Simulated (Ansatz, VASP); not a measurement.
**InSb in VASP and in Ansatz**

Contents of INCAR:

```
SYSTEM = InSb
ALGO = Normal ; EDIFF = 1E-6
ENCUT = 500 ; GGA_COMPAT = .False.
ISIF = 2 ; ISMEAR = 0
LASPH = .True. ; LCHARG = .False.
LREAL = .False. ; LWAVE = .False.
NBANDS = 16 ; NELM = 120
PREC = Accurate ; SIGMA = 0.1
```

File KPOINTS:

```
k-points
0
Gamma
  6 6 6
  0 0 0
```

POSCAR

```
InSb
1.0
    3.8076520000      0.0000000000      0.0000000000
    0.0000000000      3.8076520000      0.0000000000
    0.0000000000      0.0000000000      3.8076520000
In Sb
1 1
Direct
    0.0000000000      0.0000000000      0.0000000000
    0.5000000000      0.5000000000      0.5000000000
```

Input for Ansatz:

```yaml
crystal:
  lattice:
    - [3.807652, 0.0, 0.0]
    - [0.0, 3.807652, 0.0]
    - [0.0, 0.0, 3.807652]
  atoms:
    - { symbol: In, position: [0.0, 0.0, 0.0] }
    - { symbol: Sb, position: [0.5, 0.5, 0.5] }
basis:
  ecutwfc: 420
kpoints:
  mp_grid: { grid: [6, 6, 6] }
hamiltonian:
  xc: lda
scf:
  occupations: { method: gaussian, width: 0.1 }
output:
  forces: true
  stress: true
  eigenvalues: true
```

Alike in both runs: task single point; functional LDA; k mesh 6 × 6 × 6; occupations gaussian, width 0.1 eV; no spin polarisation.

```csv
,VASP,Ansatz
version,VASP 6.6.1,Ansatz 0.2.0
potentials or method,"VASP PAW LDA potentials, release 64 (In_d, Sb), cutoff 500 eV","scalar-relativistic, plane waves, PAW"
valence electrons in the cell,18,28
```

|  | VASP | Ansatz | Ansatz less VASP |
| --- | --- | --- | --- |
| gap on the k mesh at the Fermi level (eV) | none | none | - |
| pressure (GPa) | -4.3 | -4.3 | +0.03 |

LDA's correlation is that of Perdew and Zunger in VASP and of Perdew and Wang (1992) in Ansatz. A gap of «none» marks a metal or a gap that the smearing closes. VASP's potentials hold 18 valence electrons a cell and Ansatz's 28, so a difference there can come from the potentials and not from the codes.

Spin-orbit coupling is off throughout.
